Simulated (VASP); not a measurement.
# Sn (P6/mmm) in VASP: further runs

Sn is run at these levels: PBEsol; tasks: single point, relaxation of cell and atoms.

Program: VASP 6.6.1. These are calculated values, not measurements. Logs are shortened: lines on timing, memory, paths and dates and some standing lists are left out, and cuts for length are marked.

### 1 The cell of the first run

Symmetry: P6/mmm, No. 191, hexagonal system. The conventional cell has a = 3.178 Å, b = 3.178 Å, c = 3.114 Å, α = 90.00°, β = 90.00°, γ = 120.00°. Within 4.1 Å of Sn (site symmetry 6/mmm) lie 8 Sn at 3.11 to 3.18 Å.

This isn't the form of Sn at room conditions, which is tetragonal (white tin).

### 2 Single point, PBEsol

File INCAR:

```
SYSTEM = Sn
PREC = Accurate
ENCUT = 500
EDIFF = 1E-6
ISMEAR = 0
SIGMA = 0.1
LREAL = .False.
LASPH = .True.
NELM = 120
ALGO = Normal
ISIF = 2
LWAVE = .False.
LCHARG = .False.
GGA = PS
NBANDS = 13
GGA_COMPAT = .False.
```

File KPOINTS:

```
regular mesh
0
Gamma
  6 6 6
  0 0 0
```

File POSCAR:

```
Sn
1.0
    3.1780331353      0.0000000000      0.0000000000
   -1.5890165676      2.7522574293      0.0000000000
    0.0000000000      0.0000000000      3.1135367529
Sn
1
Direct
    0.0000000000      0.0000000000      0.0000000000
```

Potentials or basis: VASP PAW PBE potentials, release 64 (Sn_d).

On the command line:

```console
> cat potpaw_PBE.64/Sn_d/POTCAR > POTCAR
> mpirun -np 1 vasp_std > vasp.out
```

OUTCAR:

```text
SYSTEM = Sn
   PREC = Accurate
   ENCUT = 500
   EDIFF = 1E-6
   ISMEAR = 0
   LREAL = .False.
   LASPH = .True.
   NELM = 120
   ISIF = 2
   GGA = PS

 ion  position               nearest neighbor table
   1  0.000  0.000  0.000-

  LATTYP: Found a hexagonal cell.
 ALAT       =     3.1780331353
 C/A-ratio  =     0.9797055664

  Lattice vectors:

 A1 = (   3.1780331353,   0.0000000000,   0.0000000000)
 A2 = (  -1.5890165676,   2.7522574293,   0.0000000000)
 A3 = (   0.0000000000,   0.0000000000,   3.1135367529)

Analysis of symmetry for initial positions (statically):
=====================================================================
 Subroutine PRICEL returns:
 Original cell was already a primitive cell.

 Routine SETGRP: Setting up the symmetry group for a
 hexagonal supercell.

 Subroutine GETGRP returns: Found 24 space group operations
 (whereof 24 operations were pure point group operations)
 out of a pool of 24 trial point group operations.

The static configuration has the point symmetry D_6h.

Analysis of symmetry for dynamics (positions and initial velocities):
=====================================================================
 Subroutine PRICEL returns:
 Original cell was already a primitive cell.

 Routine SETGRP: Setting up the symmetry group for a
 hexagonal supercell.

 Subroutine GETGRP returns: Found 24 space group operations
 (whereof 24 operations were pure point group operations)
 out of a pool of 24 trial point group operations.

The dynamic configuration has the point symmetry D_6h.

 Subroutine INISYM returns: Found 24 space group operations
 (whereof 24 operations are pure point group operations),
 and found     1 'primitive' translations

----------------------------------------------------------------------------------------

                                     Primitive cell

  volume of cell :      27.2334

  direct lattice vectors                    reciprocal lattice vectors
     3.178033135  0.000000000  0.000000000     0.314660029  0.181669053  0.000000000
    -1.589016568  2.752257429  0.000000000     0.000000000  0.363338105  0.000000000
     0.000000000  0.000000000  3.113536753     0.000000000  0.000000000  0.321178158

  length of vectors
     3.178033135  3.178033135  3.113536753     0.363338105  0.363338105  0.321178158

  position of ions in fractional coordinates (direct lattice)
     0.000000000  0.000000000  0.000000000

  ion indices of the primitive-cell ions
   primitive index   ion index
                 1           1

----------------------------------------------------------------------------------------

 KPOINTS: regular mesh

Automatic generation of k-mesh.
 Grid dimensions read from file:
 generate k-points for:    6    6    6

 Generating k-lattice:

  Cartesian coordinates                     Fractional coordinates (reciprocal lattice)
     0.052443338  0.030278175  0.000000000     0.166666667 -0.000000000  0.000000000
     0.000000000  0.060556351  0.000000000     0.000000000  0.166666667  0.000000000
     0.000000000  0.000000000  0.053529693     0.000000000  0.000000000  0.166666667

  Length of vectors
     0.060556351  0.060556351  0.053529693

  Shift w.r.t. Gamma in fractional coordinates (k-lattice)
     0.000000000  0.000000000  0.000000000

 Subroutine IBZKPT returns following result:
 ===========================================

 Found     28 irreducible k-points:

 Following reciprocal coordinates:
            Coordinates               Weight
  0.000000  0.000000  0.000000      1.000000
  0.166667 -0.000000  0.000000      6.000000
  0.333333 -0.000000  0.000000      6.000000
  0.500000 -0.000000  0.000000      3.000000
  0.166667  0.166667  0.000000      6.000000
  0.333333  0.166667  0.000000     12.000000
[... 16 lines left out ...]
  0.166667 -0.000000  0.500000      6.000000
  0.333333 -0.000000  0.500000      6.000000
 [... further k-points ...]
   k-points           NKPTS =     28   k-points in BZ     NKDIM =     28   number of bands    NBANDS=     13
   number of dos      NEDOS =    301   number of ions     NIONS =      1
   total plane-waves  NPLWV =  13824
   dimension x,y,z NGX =    24 NGY =   24 NGZ =   24
   dimension x,y,z NGXF=    48 NGYF=   48 NGZF=   48
   ions per type =               1
   NGX,Y,Z   is equivalent  to a cutoff of  12.55, 12.55, 12.81 a.u.
   NGXF,Y,Z  is equivalent  to a cutoff of  25.11, 25.11, 25.63 a.u.
 SYSTEM =  Sn
   PREC   = accura    normal or accurate (medium, high low for compatibility)
   ISTART =      0    job   : 0-new  1-cont  2-samecut
   ICHARG =      2    charge: 1-file 2-atom 10-const
   ISPIN  =      1    spin polarized calculation?
   LNONCOLLINEAR =      F non collinear calculations
   LSORBIT =      F    spin-orbit coupling
   LASPH  =      T    aspherical Exc in radial PAW
   ENCUT  =  500.0 eV  36.75 Ry    6.06 a.u.   5.79  5.79  5.68*2*pi/ulx,y,z
   NELM   =    120;   NELMIN=  2; NELMDL= -5     # of ELM steps
[... 60 lines left out ...]
      3     -13.5809      2.00000
      4     -13.3822      2.00000
      5     -13.3822      2.00000
      6      -3.3595      2.00000
      7      12.2876      0.00000
      8      15.4468      0.00000
      9      15.4468      0.00000
     10      15.8657      0.00000
     11      19.0066      0.00000
     12      20.2111      0.00000
     13      20.2111      0.00000

 k-point     2 :       0.1667   -0.0000    0.0000
  band No.  band energies     occupation
      1     -13.7210      2.00000
      2     -13.5877      2.00000
      3     -13.5217      2.00000
      4     -13.4084      2.00000
      5     -13.3884      2.00000
      6      -2.7849      2.00000
      7      11.4183      0.00000
      8      12.9048      0.00000
      9      13.9330      0.00000
     10      16.2584      0.00000
     11      17.0680      0.00000
     12      22.5565      0.00000
     13      22.8693      0.00000

 k-point     3 :       0.3333   -0.0000    0.0000
  band No.  band energies     occupation
      1     -13.7068      2.00000
      2     -13.5615      2.00000
      3     -13.4603      2.00000
      4     -13.4011      2.00000
      5     -13.4009      2.00000
      6      -1.0649      2.00000
      7       6.4126      2.00000
      8      12.1678      0.00000
      9      14.5778      0.00000
     10      15.5630      0.00000
     11      17.7396      0.00000
     12      23.2655      0.00000
     13      23.5696      0.00000

 k-point     4 :       0.5000   -0.0000    0.0000
  band No.  band energies     occupation
      1     -13.7179      2.00000
      2     -13.5315      2.00000
      3     -13.4860      2.00000
      4     -13.4071      2.00000
      5     -13.3397      2.00000
      6       1.0415      2.00000
      7       3.1533      2.00000
      8      11.5085      0.00000
      9      15.1743      0.00000
     10      16.0191      0.00000
     11      19.2352      0.00000
     12      20.9168      0.00000
     13      21.0361      0.00000

 k-point     5 :       0.1667    0.1667    0.0000
  band No.  band energies     occupation
      1     -13.6779      2.00000
      2     -13.5918      2.00000
      3     -13.4425      2.00000
      4     -13.4405      2.00000
      5     -13.4027      2.00000
      6      -1.6345      2.00000
      7       8.5481      0.00076
      8      10.2810      0.00000
      9      14.0667      0.00000
     10      17.2275      0.00000
     11      19.3186      0.00000
     12      21.2874      0.00000
     13      25.3999      0.00000
[... 257 lines left out ...]
 k-point    22 :       0.0000    0.0000    0.5000
  band No.  band energies     occupation
      1     -13.5689      2.00000
      2     -13.5689      2.00000
      3     -13.4828      2.00000
      4     -13.4673      2.00000
      5     -13.4673      2.00000
      6      -0.5608      2.00000
      7       2.8683      2.00000
      8      18.0204      0.00000
      9      18.0204      0.00000
     10      20.9167      0.00000
     11      20.9612      0.00000
     12      22.9748      0.00000
     13      22.9749      0.00000

 k-point    23 :       0.1667   -0.0000    0.5000
  band No.  band energies     occupation
      1     -13.5848      2.00000
      2     -13.5111      2.00000
      3     -13.5038      2.00000
      4     -13.4754      2.00000
      5     -13.4356      2.00000
      6      -0.0007      2.00000
      7       3.4390      2.00000
      8      14.1525      0.00000
      9      16.4043      0.00000
     10      17.4608      0.00000
     11      19.6202      0.00000
     12      20.6281      0.00000
     13      21.4343      0.00000

 k-point    24 :       0.3333   -0.0000    0.5000
  band No.  band energies     occupation
      1     -13.6270      2.00000
      2     -13.5751      2.00000
      3     -13.4916      2.00000
      4     -13.3933      2.00000
      5     -13.3325      2.00000
      6       1.7163      2.00000
      7       4.9957      2.00000
      8       9.0102      0.00000
      9      13.1171      0.00000
     10      14.5051      0.00000
     11      18.7711      0.00000
     12      18.8874      0.00000
     13      20.1486      0.00000

 [... further k-points ...]

------------------------ aborting loop because EDIFF is reached ----------------------------------------

  FORCE on cell =-STRESS in cart. coord.  units (eV):
  Direction    XX          YY          ZZ          XY          YZ          ZX
  --------------------------------------------------------------------------------------
  -------------------------------------------------------------------------------------
  Total       -0.0154903     -0.0154903     -0.0005475     -0.0000000      0.0000000     -0.0000000
  in kB       -0.9113149     -0.9113149     -0.0322074     -0.0000000      0.0000000     -0.0000000
  external PRESSURE =      -0.6182791 kB  Pullay stress =       0.0000000 kB

 VOLUME and BASIS-vectors are now :
 -----------------------------------------------------------------------------
  energy-cutoff  :      500.00
  volume of cell :       27.23
      direct lattice vectors                 reciprocal lattice vectors
     3.178033135  0.000000000  0.000000000     0.314660029  0.181669053  0.000000000
    -1.589016568  2.752257429  0.000000000     0.000000000  0.363338105  0.000000000
     0.000000000  0.000000000  3.113536753     0.000000000  0.000000000  0.321178158

 POSITION                                       TOTAL-FORCE (eV/Angst)
 -----------------------------------------------------------------------------------
      0.00000      0.00000      0.00000         0.000000      0.000000      0.000000
 -----------------------------------------------------------------------------------
    total drift:                                0.000000     -0.000000      0.000000

  FREE ENERGIE OF THE ION-ELECTRON SYSTEM (eV)
  ---------------------------------------------------
  free  energy   TOTEN  =        -4.2937247847 eV

  energy  without entropy=       -4.2916474801  energy(sigma->0) =       -4.29268613
```

Wall time 10 s (1 thread of Intel Xeon 8259CL, shared host); peak memory 0.13 GiB.

What came out:

```yaml
Free_energy: -4.2937 eV
Pressure: -0.1 GPa
Band_gap_on_the_k_mesh: zero (bands 7 and 8 overlap by 7.22 eV)
```

Caveat: the k points lie up to 0.38 Å⁻¹ apart, too coarse for converged energies and pressures of a metal; the PAW data sets were made with another functional, which shifts forces and pressure a little; spin-orbit coupling is left out, which moves the levels of the heavy elements.

### 3 Single point, PBEsol

This run uses another cell than the first one, of 36.03 Å³/atom.

File INCAR:

```
SYSTEM = Sn
PREC = Accurate
ENCUT = 500
EDIFF = 1E-6
ISMEAR = 0
SIGMA = 0.1
LREAL = .FALSE.
LASPH = .TRUE.
NELM = 120
ALGO = Normal
ISIF = 2
LWAVE = .FALSE.
LCHARG = .FALSE.
GGA = PS
NBANDS = 13
GGA_COMPAT = .FALSE.
```

File KPOINTS:

```
regular mesh
0
G
  6 6 6
  0 0 0
```

File POSCAR:

```
Sn
1.0
    3.5443363559      0.0000000000      0.0000000000
   -1.7721681779      3.0694853237      0.0000000000
    0.0000000000      0.0000000000      3.3117392825
Sn
1
Direct
    0.0000000000      0.0000000000      0.0000000000
```

Potentials or basis: VASP PAW PBE potentials, release 64 (Sn_d).

On the command line:

```console
> cat potpaw_PBE.64/Sn_d/POTCAR > POTCAR
> mpirun -np 1 vasp_std > vasp.out
```

It took 14 s on 1 thread of Intel Xeon 8259CL, shared host; peak memory 0.15 GiB.

It converged, with:

```yaml
Free_energy: -3.9678 eV
Pressure: -8.3 GPa
Band_gap_on_the_k_mesh: zero (bands 7 and 8 overlap by 6.30 eV)
```

Stress tensor (GPa, compression positive):
```
-10.09   0.00   0.00
  0.00 -10.09   0.00
  0.00   0.00  -4.70
```

Levels at points of the mesh, in eV from the Fermi level:
```tsv
k point	band 3	band 4	band 5	band 6	band 7	band 8	band 9	band 10	band 11	band 12
(0.00, 0.00, 0.00)	-21.41	-21.32	-21.32	-9.49	4.30	5.14	5.14	7.68	9.19	10.33
(0.50, 0.00, 0.00)	-21.36	-21.33	-21.32	-6.74	-3.41	2.60	6.03	6.60	11.08	11.27
(0.00, 0.00, 0.50)	-21.37	-21.37	-21.33	-7.30	-3.63	6.93	6.93	10.99	12.35	12.66
(0.50, 0.00, 0.50)	-21.38	-21.32	-21.27	-4.43	-1.52	-1.26	3.24	4.38	8.67	9.53
```

Caveat: the stress differs along the axes, from -10 to -5 GPa; the PAW data sets were made with another functional, which shifts forces and pressure a little; spin-orbit coupling is left out, which moves the levels of the heavy elements.

### 4 Relaxation of cell and atoms, PBEsol

This run uses another cell than the first one, of 36.03 Å³/atom.

File INCAR:

```
ALGO = Normal
EDIFF = 1E-7
EDIFFG = -0.04
ENCUT = 500
GGA = PS
GGA_COMPAT = F
IBRION = 2
ISIF = 3
ISMEAR = 0
LASPH = T
LCHARG = F
LREAL = F
LWAVE = F
NELM = 120
NELMIN = 4
NSW = 90
PREC = Accurate
SIGMA = 0.1
```

File KPOINTS:

```
k-points
0
Gamma
  6 6 6
```

POSCAR is that of step 3.

On the command line:

```console
> cat potpaw_PBE.64/Sn_d/POTCAR > POTCAR
> mpirun -np 1 vasp_std > vasp.out
```

It took 68 s on 1 thread of Intel Xeon 8259CL, shared host; peak memory 0.16 GiB.

It converged, with:

- Free energy: -4.2963 eV
- Relaxed volume: 27.23 Å³/atom
- Relaxed cell: a = 3.178 Å, b = 3.178 Å, c = 3.114 Å, α = 90.00°, β = 90.00°, γ = 120.00°
- Space group after relaxing (to 0.1 Å): P6/mmm (No. 191)
- Energy gained by relaxing: 328.5 meV/atom
- Ionic steps: 8
- Pressure after relaxing: 0.0 GPa
- Band gap on the k mesh: zero (bands 7 and 8 overlap by 7.21 eV)

Step by step:
```tsv
step	energy change (eV)	largest force (eV/Å)	pressure (GPa)	volume (Å³)
1	0.0000	0.0000	-8.32	36.03
2	-0.3251	0.0000	0.54	27.09
3	-0.3264	0.0000	-0.31	27.47
4	-0.3263	0.0000	-0.65	27.63
5	-0.3279	0.0000	-0.27	27.33
6	-0.3282	0.0000	-0.41	27.42
7	-0.3285	0.0000	0.21	27.14
8	-0.3285	0.0000	0.00	27.23
```

Final structure:
```cif
data_structure
_symmetry_space_group_name_H-M 'P 1'
_symmetry_Int_Tables_number 1
_cell_length_a 3.1776
_cell_length_b 3.1776
_cell_length_c 3.1137
_cell_angle_alpha 90.000
_cell_angle_beta 90.000
_cell_angle_gamma 120.000
_cell_volume 27.23
loop_
_atom_site_label
_atom_site_type_symbol
_atom_site_fract_x
_atom_site_fract_y
_atom_site_fract_z
_atom_site_occupancy
Sn1 Sn 0.00000 0.00000 0.00000 1
```

Levels at points of the mesh, in eV from the Fermi level:
```
           k point  band 3  band 4  band 5  band 6  band 7  band 8  band 9  band 10  band 11
(0.00, 0.00, 0.00)  -21.89  -21.69  -21.69  -11.67    3.97    7.14    7.14     7.55    10.70
(0.50, 0.00, 0.00)  -21.80  -21.72  -21.65   -7.27   -5.16    3.20    6.87     7.71    10.92
(0.00, 0.00, 0.50)  -21.79  -21.78  -21.78   -8.87   -5.44    9.71    9.71    12.61    12.65
(0.50, 0.00, 0.50)  -21.81  -21.64  -21.59   -4.17   -2.95   -1.94    2.48     5.48    10.18
```

Caveat: the volume moved by over 15 % at a fixed basis, so the end points are rough; the PAW data sets were made with another functional, which shifts forces and pressure a little; spin-orbit coupling is left out, which moves the levels of the heavy elements.

### 5 Relaxation of cell and atoms, PBEsol

This run uses another cell than the first one: it holds 3 atoms, not 1.

File INCAR:

```
ALGO     = Fast           # electronic algorithm
EDIFF    = 1E-7           # SCF threshold, eV
EDIFFG   = -0.01          # ionic threshold
ENCUT    = 600            # plane-wave cutoff, eV
GGA      = PS             # functional
IBRION   = 2              # ionic algorithm
ISIF     = 3              # what is computed and relaxed
ISMEAR   = 0              # smearing method
LASPH    = True           # aspherical terms in the spheres
LCHARG   = False          # write CHGCAR
LREAL    = False          # projectors in reciprocal space
LWAVE    = False          # write WAVECAR
NELM     = 100            # most SCF steps
NSW      = 100            # ionic steps
PREC     = Accurate       # precision mode
SIGMA    = 0.1            # smearing width, eV
```

File KPOINTS:

```
k-points
0
Gamma
  12 12 14
```

File POSCAR:

```
Sn
1.0
    5.3933029193      0.0000000000      0.0000000000
   -2.6966514596      4.6707373384      0.0000000000
    0.0000000000      0.0000000000      3.1401140790
Sn
3
Direct
    0.0000000000      0.0000000000      0.0000000000
    0.3333333333      0.6666666667      0.5000000000
    0.6666666667      0.3333333333      0.5000000000
```

On the command line:

```console
> cat potpaw_PBE.64/Sn_d/POTCAR > POTCAR
> mpirun -np 1 vasp_std > vasp.out
```

Wall time 26 min (1 thread of Intel Xeon Platinum 8259CL at 2.50GHz (Skylake/Cascade Lake), shared host); peak memory 0.46 GiB.

It converged, with:

| Property | Result |
| --- | --- |
| Free energy | -12.6869 eV |
| Relaxed volume | 26.29 Å³/atom |
| Relaxed cell | a = 5.328 Å, b = 5.328 Å, c = 3.209 Å, α = 90.00°, β = 90.00°, γ = 120.00° |
| Space group after relaxing (to 0.1 Å) | P6/mmm (No. 191) |
| Energy gained by relaxing | 3.0 meV/atom |
| Ionic steps | 6 |
| Pressure after relaxing | 0.0 GPa |
| Band gap on the k mesh | zero (bands 21 and 22 overlap by 4.53 eV) |

Step by step:
| step | energy change (eV) | largest force (eV/Å) | pressure (GPa) | volume (Å³) |
| --- | --- | --- | --- | --- |
| 1 | 0.0000 | 0.0000 | -0.08 | 79.10 |
| 2 | -0.0043 | 0.0000 | -0.01 | 78.94 |
| 3 | -0.0089 | 0.0000 | 0.21 | 78.61 |
| 4 | -0.0089 | 0.0000 | 0.20 | 78.60 |
| 5 | -0.0089 | 0.0000 | -0.15 | 79.10 |
| 6 | -0.0091 | 0.0000 | 0.00 | 78.87 |

Final structure:
```
Sn
1.0
     5.32783    0.00000    0.00000
    -2.66391    4.61403    0.00000
     0.00000    0.00000    3.20853
Sn
3
Direct
  0.00000 0.00000 0.00000
  0.33333 0.66667 0.50000
  0.66667 0.33333 0.50000
```

Levels at points of the mesh, in eV from the Fermi level:
```tsv
k point	band 19	band 20	band 21	band 22	band 23	band 24
(0.00, 0.00, 0.00)	-2.73	-2.73	-2.61	-2.61	3.23	6.81
(0.50, 0.00, 0.00)	-4.68	1.12	1.25	2.68	2.94	4.15
(0.00, 0.00, 0.50)	-1.36	-1.10	-0.59	-0.59	-0.47	0.74
(0.50, 0.00, 0.50)	-4.18	-2.60	-1.74	-1.59	0.12	3.63
```

Caveat: the highest band is partly filled, so the run has too few bands; the PAW data sets were made with another functional, which shifts forces and pressure a little; spin-orbit coupling is left out, which moves the levels of the heavy elements.

### 6 The runs side by side

| task | cell | k mesh | cutoff (eV) | gap on the mesh (eV) | pressure (GPa) | relaxed volume (Å³/atom) |
| --- | --- | --- | --- | --- | --- | --- |
| single point | a = 3.178, b = 3.178, c = 3.114 Å, angles 90.0, 90.0, 120.0°, 1 atom, atomic positions A | 6 × 6 × 6 | 500 | none | -0.1 | - |
| single point | a = 3.544, b = 3.544, c = 3.312 Å, angles 90.0, 90.0, 120.0°, 1 atom, atomic positions A | 6 × 6 × 6 | 500 | none | -8.3 | - |
| relaxation of cell and atoms | relaxed from a = 3.544, b = 3.544, c = 3.312 Å, angles 90.0, 90.0, 120.0°, 1 atom, atomic positions A | 6 × 6 × 6 | 500 | none | 0.0 | 27.23 |
| relaxation of cell and atoms | relaxed from a = 5.393, b = 5.393, c = 3.140 Å, angles 90.0, 90.0, 120.0°, 3 atoms, atomic positions B | 12 × 12 × 14 | 600 | none | 0.0 | 26.29 |

Alike in all rows: level PBEsol; potentials or basis VASP PAW PBE potentials, release 64 (Sn_d); no spin polarisation; smearing gaussian 0.1 eV.

Caveats: some runs use coarse meshes; the PAW data sets were made with another functional, which shifts forces and pressure a little; spin-orbit coupling is left out, which moves the levels of the heavy elements; the stress differs along the axes, from -10 to -5 GPa (at least some runs); the volume moved by over 15 % at a fixed basis, so the end points are rough (at least some runs); the highest band is partly filled, so the run has too few bands (at least some runs).

Absolute energies hang on the potentials; compare differences alone.
